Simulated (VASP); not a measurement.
# SnO2 (rutile type) (P4_2/mnm) in VASP: relaxation of cell and atoms with PBE

Aim: the relaxation of cell and atoms of SnO2 (rutile type) with PBE.

All numbers are computed with VASP 6.6.1; they aren't measurements. Logs are shortened: lines on timing, memory, paths and dates and some standing lists are left out, and cuts for length are marked.

## 1. The cell of the first run

It takes space group P4_2/mnm (No. 136, tetragonal). Conventional cell: a = 4.505 Å, b = 4.505 Å, c = 2.974 Å, α = 90.00°, β = 90.00°, γ = 90.00°. Within 2.6 Å of Sn (site symmetry mmm) lie 6 O at 1.94 Å. Within 2.6 Å of O (site symmetry m2m) lie 3 Sn at 1.94 Å and 1 O at 2.48 Å.

## 2. Relaxation of cell and atoms, PBE, target pressure 69 GPa, at which the enthalpy is minimised

The input, INCAR:

```
  PREC = Accurate
  ENCUT = 600
  EDIFF = 1E-7
  ISMEAR = -1
  SIGMA = 0.05
  LREAL = False
  LASPH = True
  NELM = 60
  ALGO = Normal
  ISIF = 3
  LWAVE = False
  LCHARG = False
  GGA = PE
  IBRION = 2
  NSW = 60
  EDIFFG = -0.005
  PSTRESS = 690.0
  LUSENCCL = False
```

The input, KPOINTS:

```
Automatic mesh
0
Gamma
  8 8 11
```

The input, POSCAR:

```
SnO2
1.0
    4.5054498761      0.0000000000      0.0000000000
    0.0000000000      4.5054498761      0.0000000000
    0.0000000000      0.0000000000      2.9735969182
Sn O
2 4
Direct
    0.0000000000      0.0000000000      0.0000000000
    0.5000000000      0.5000000000      0.5000000000
    0.3050000000      0.3050000000      0.0000000000
    0.6950000000      0.6950000000      0.0000000000
    0.8050000000      0.1950000000      0.5000000000
    0.1950000000      0.8050000000      0.5000000000
```

Potentials or basis: VASP PAW PBE potentials, release 64 (Sn_d, O).

On the command line:

```bash
> cat potpaw_PBE.64/Sn_d/POTCAR potpaw_PBE.64/O/POTCAR > POTCAR
> mpirun -np 1 vasp_std > vasp.out
```

OUTCAR:

```text
PREC = Accurate
   ENCUT = 600
   EDIFF = 1E-7
   ISMEAR = -1
   LREAL = False
   LASPH = True
   NELM = 60
   ISIF = 3
   GGA = PE
   IBRION = 2
   NSW = 60
   EDIFFG = -0.005
   PSTRESS = 690.0

 ion  position               nearest neighbor table
   1  0.000  0.000  0.000-   5 1.94   6 1.94   5 1.94   6 1.94   3 1.94   4 1.94   2 3.52   2 3.52
                             2 3.52   2 3.52   2 3.52   2 3.52   2 3.52   2 3.52
   2  0.500  0.500  0.500-   3 1.94   4 1.94   3 1.94   4 1.94   5 1.94   6 1.94   1 3.52   1 3.52
                             1 3.52   1 3.52   1 3.52   1 3.52   1 3.52   1 3.52
   3  0.305  0.305  0.000-   2 1.94   2 1.94   1 1.94
   4  0.695  0.695  0.000-   2 1.94   2 1.94   1 1.94
   5  0.805  0.195  0.500-   1 1.94   1 1.94   2 1.94
   6  0.195  0.805  0.500-   1 1.94   1 1.94   2 1.94

  LATTYP: Found a simple tetragonal cell.
 ALAT       =     4.5054498761
 C/A-ratio  =     0.6600000000

  Lattice vectors:

 A1 = (   4.5054498761,   0.0000000000,   0.0000000000)
 A2 = (   0.0000000000,   4.5054498761,   0.0000000000)
 A3 = (   0.0000000000,   0.0000000000,   2.9735969182)

Analysis of symmetry for initial positions (statically):
=====================================================================
 Subroutine PRICEL returns:
 Original cell was already a primitive cell.

 Routine SETGRP: Setting up the symmetry group for a
 simple tetragonal supercell.

 Subroutine GETGRP returns: Found 16 space group operations
 (whereof  8 operations were pure point group operations)
 out of a pool of 16 trial point group operations.

The static configuration has the point symmetry D_2h.
 The point group associated with its full space group is D_4h.

Analysis of symmetry for dynamics (positions and initial velocities):
=====================================================================
 Subroutine PRICEL returns:
 Original cell was already a primitive cell.

 Routine SETGRP: Setting up the symmetry group for a
 simple tetragonal supercell.

 Subroutine GETGRP returns: Found 16 space group operations
 (whereof  8 operations were pure point group operations)
 out of a pool of 16 trial point group operations.

The dynamic configuration has the point symmetry D_2h.
 The point group associated with its full space group is D_4h.

 Subroutine INISYM returns: Found 16 space group operations
 (whereof  8 operations are pure point group operations),
 and found     1 'primitive' translations

----------------------------------------------------------------------------------------

                                     Primitive cell

  volume of cell :      60.3613

  direct lattice vectors                    reciprocal lattice vectors
     4.505449876  0.000000000  0.000000000     0.221953418  0.000000000  0.000000000
     0.000000000  4.505449876  0.000000000     0.000000000  0.221953418  0.000000000
     0.000000000  0.000000000  2.973596918     0.000000000  0.000000000  0.336293058

  length of vectors
     4.505449876  4.505449876  2.973596918     0.221953418  0.221953418  0.336293058

  position of ions in fractional coordinates (direct lattice)
     0.000000000  0.000000000  0.000000000
     0.500000000  0.500000000  0.500000000
     0.305000000  0.305000000  0.000000000
     0.695000000  0.695000000  0.000000000
     0.805000000  0.195000000  0.500000000
     0.195000000  0.805000000  0.500000000

  ion indices of the primitive-cell ions
   primitive index   ion index
                 1           1
                 2           2
                 3           3
                 4           4
                 5           5
                 6           6

----------------------------------------------------------------------------------------

 KPOINTS: Automatic mesh

Automatic generation of k-mesh.
 Grid dimensions read from file:
 generate k-points for:    8    8   11

 Generating k-lattice:

  Cartesian coordinates                     Fractional coordinates (reciprocal lattice)
     0.027744177  0.000000000  0.000000000     0.125000000  0.000000000  0.000000000
     0.000000000  0.027744177  0.000000000     0.000000000  0.125000000  0.000000000
     0.000000000  0.000000000  0.030572096     0.000000000  0.000000000  0.090909091

  Length of vectors
     0.027744177  0.027744177  0.030572096

  Shift w.r.t. Gamma in fractional coordinates (k-lattice)
     0.000000000  0.000000000  0.000000000

 Subroutine IBZKPT returns following result:
 ===========================================

 Found     90 irreducible k-points:

 Following reciprocal coordinates:
            Coordinates               Weight
  0.000000  0.000000  0.000000      1.000000
  0.125000  0.000000  0.000000      4.000000
  0.250000  0.000000  0.000000      4.000000
  0.375000  0.000000  0.000000      4.000000
  0.500000  0.000000  0.000000      2.000000
  0.125000  0.125000  0.000000      4.000000
[... 16 lines left out ...]
  0.375000  0.125000  0.090909     16.000000
  0.500000  0.125000  0.090909      8.000000
 [... further k-points ...]
   k-points           NKPTS =     90   k-points in BZ     NKDIM =     90   number of bands    NBANDS=     31
   number of dos      NEDOS =    301   number of ions     NIONS =      6
   total plane-waves  NPLWV =  31104
   dimension x,y,z NGX =    36 NGY =   36 NGZ =   24
   dimension x,y,z NGXF=    72 NGYF=   72 NGZF=   48
   ions per type =               2   4
   NGX,Y,Z   is equivalent  to a cutoff of  13.28, 13.28, 13.42 a.u.
   NGXF,Y,Z  is equivalent  to a cutoff of  26.57, 26.57, 26.84 a.u.
 SYSTEM =  unknown system
   PREC   = accura    normal or accurate (medium, high low for compatibility)
   ISTART =      0    job   : 0-new  1-cont  2-samecut
   ICHARG =      2    charge: 1-file 2-atom 10-const
   ISPIN  =      1    spin polarized calculation?
   LNONCOLLINEAR =      F non collinear calculations
   LSORBIT =      F    spin-orbit coupling
   LASPH  =      T    aspherical Exc in radial PAW
   ENCUT  =  600.0 eV  44.10 Ry    6.64 a.u.   9.00  9.00  5.94*2*pi/ulx,y,z
   NELM   =     60;   NELMIN=  2; NELMDL= -5     # of ELM steps
   EDIFF  = 0.1E-06   stopping-criterion for ELM
   LREAL  =      F    real-space projection
   EDIFFG = -.5E-02   stopping-criterion for IOM
   NSW    =     60    number of steps for IOM
   IBRION =      2    ionic relax: 0-MD 1-quasi-New 2-CG
   NFREE  =      1    steps in history (QN), initial steepest desc. (CG)
   ISIF   =      3    stress and relaxation
   ISYM   =      2    0-nonsym 1-usesym 2-fastsym
   POTIM  = 0.5000    time-step for ionic-motion
   TEBEG  =    0.0;   TEEND  =   0.0 temperature during run
   PSTRESS=  690.0 pullay stress
   NELECT =      52.0000    total number of electrons
   NUPDOWN=      -1.0000    fix difference up-down
   EMIN   =  10.00;   EMAX   =-10.00  energy-range for DOS
   EFERMI =   0.00;   METHOD = LEGACY
   ISMEAR =    -1;   SIGMA  =   0.05  broadening in eV -4-tet -1-fermi 0-gaus
   EFERMI_NEDOS =   21; number of points for ismear=-14 and -15
   IALGO  =     38    algorithm
   IMIX   =      4    mixing-type and parameters
     AMIX     =   0.40;   BMIX     =  1.00
     AMIX_MAG =   1.60;   BMIX_MAG =  1.00
  volume/ion in A,a.u.               =      10.06        67.89
  Fermi-wavevector in a.u.,A,eV,Ry     =   1.557721  2.943667 33.014485  2.426496
  Thomas-Fermi vector in A             =   2.661330
   LORBIT       =      0    0 simple, 1 ext, 2 COOP (PROOUT), +10 PAW based schemes
   GGA     = PE    functional components
   LHFCALC =     F    Hartree Fock is set to
   AEXX    =    0.0000 exact exchange contribution
   IVDW    =     0    specifies the selected vdW correction
   LEPSILON=     F    determine dielectric tensor
   LRPA    =     F    only Hartree local field effects (RPA)
 conjugate gradient relaxation of ions
 non-spin polarized calculation
  energy-cutoff  :      600.00
  volume of cell :       60.36
 maximum number of plane-waves:      2044
 NGX is ok and might be reduce to    36
   NGX = 17   NGY = 17   NGZ = 11

--------------------------------------- Ionic step        1  -------------------------------------------

 number of electron      51.9999997 magnetization

 Free energy of the ion-electron system (eV)
  ---------------------------------------------------
  ext. energy  EPLUGINS =         0.00000000
  ---------------------------------------------------
  free energy    TOTEN  =       -34.53583722 eV

  energy without entropy =      -34.53583722  energy(sigma->0) =      -34.53583722

------------------------ aborting loop because EDIFF is reached ----------------------------------------

  FORCE on cell =-STRESS in cart. coord.  units (eV):
  Direction    XX          YY          ZZ          XY          YZ          ZX
  --------------------------------------------------------------------------------------
  -------------------------------------------------------------------------------------
  Total       23.4946096     23.4946096     32.6540476      0.0000000      0.0000000      0.0000000
  in kB      623.6205142    623.6205142    866.7406823      0.0000000      0.0000000      0.0000000
  external PRESSURE =      14.6605702 kB  Pullay stress =     690.0000000 kB
[... 109 lines left out ...]
  energy  without entropy=      -34.8251830645  energy(sigma->0) =      -34.82518306

  enthalpy is  TOTEN    =        -8.6808439590 eV   P V=       26.1443391056

[... ionic steps 4 to 9 ...]

--------------------------------------- Ionic step       10  -------------------------------------------

 number of electron      51.9999983 magnetization

------------------------ aborting loop because EDIFF is reached ----------------------------------------
[... 79 lines left out ...]
--------------------------------------- Ionic step       12  -------------------------------------------

 number of electron      51.9999983 magnetization

 Free energy of the ion-electron system (eV)
  ---------------------------------------------------
  ext. energy  EPLUGINS =         0.00000000
  ---------------------------------------------------
  free energy    TOTEN  =       -34.58696933 eV

  energy without entropy =      -34.58696933  energy(sigma->0) =      -34.58696933

 E-fermi :   9.3770     XC(G=0): -12.2462

 val. band max:        8.3578371225   @ k =   0.0000   0.0000   0.0000
 cond. band min:      11.7450250995   @ k =   0.0000   0.0000   0.0000
 fundamental gap:      3.3871879770
 Fermi energy:         9.3770101095

 k-point     1 :       0.0000    0.0000    0.0000
  band No.  band energies     occupation
      1     -13.1749      2.00000
      2     -12.3025      2.00000
      3     -11.5162      2.00000
      4     -11.2844      2.00000
      5     -11.2590      2.00000
      6     -11.2590      2.00000
[... 805 lines left out ...]
     30      16.6312      0.00000
     31      21.1354      0.00000

 [... further k-points ...]
[... 5 lines left out ...]
  --------------------------------------------------------------------------------------
  -------------------------------------------------------------------------------------
  Total       25.8528533     25.8528533     25.8601203     -0.0000000      0.0000000      0.0000000
  in kB      690.1127219    690.1127219    690.3067079     -0.0000000      0.0000000      0.0000000
  external PRESSURE =       0.1773839 kB  Pullay stress =     690.0000000 kB
[... 25 lines left out ...]
  energy  without entropy=      -34.5869693303  energy(sigma->0) =      -34.58696933

  enthalpy is  TOTEN    =        -8.7383388397 eV   P V=       25.8486304907

 reached required accuracy - stopping structural energy minimisation
```

Run time: 39 min. Hardware: 1 × NVIDIA H100 80GB with 1 thread of AMD EPYC 7R13 (Zen 3), shared host; peak memory 1.4 GiB.

What came out:

```yaml
Free_energy: -34.5870 eV
Relaxed_volume: 10.00 Å³/atom
Relaxed_cell: a = 4.394 Å, b = 4.394 Å, c = 3.109 Å, α = 90.00°, β = 90.00°, γ = 90.00°
Space_group_after_relaxing_to_0.1_Å: P4_2/mnm (No. 136)
Energy_change_on_relaxing_the_run_minimises_the_enthalpy: -8.5 meV/atom
Ionic_steps: 12
Pressure_after_relaxing: 69.0 GPa
Band_gap_on_the_k_mesh: 3.39 eV
```

Step by step:
```
step  energy change (eV)  largest force (eV/Å)  pressure (GPa)  volume (Å³)
   1              0.0000                0.9461           70.47        60.36
   2             -0.2487                2.1755           61.90        61.06
   3             -0.2893                0.4758           65.05        60.71
   4              0.4747                0.4198           78.39        58.90
   5              0.1272                0.4417           72.51        59.67
   6             -0.0898                0.2189           68.23        60.12
   7             -0.0481                0.0630           69.19        60.01
   8             -0.0510                0.0733           69.13        60.02
   9             -0.0843                0.0521           68.34        60.10
  10             -0.0683                0.0097           68.72        60.06
  11             -0.0265                0.0182           69.45        59.96
  12             -0.0511                0.0018           69.02        60.02
```

Final structure:
```cif
data_structure
_symmetry_space_group_name_H-M 'P 1'
_symmetry_Int_Tables_number 1
_cell_length_a 4.3941
_cell_length_b 4.3941
_cell_length_c 3.1085
_cell_angle_alpha 90.000
_cell_angle_beta 90.000
_cell_angle_gamma 90.000
_cell_volume 60.02
loop_
_atom_site_label
_atom_site_type_symbol
_atom_site_fract_x
_atom_site_fract_y
_atom_site_fract_z
_atom_site_occupancy
Sn1 Sn 0.00000 0.00000 0.00000 1
Sn2 Sn 0.50000 0.50000 0.50000 1
O1 O 0.30581 0.30581 0.00000 1
O2 O 0.69419 0.69419 0.00000 1
O3 O 0.80581 0.19419 0.50000 1
O4 O 0.19419 0.80581 0.50000 1
```

Caveat: the cell is relaxed towards a set pressure, so the run minimises the enthalpy, not the energy; spin-orbit coupling is left out, which moves the levels of the heavy elements.
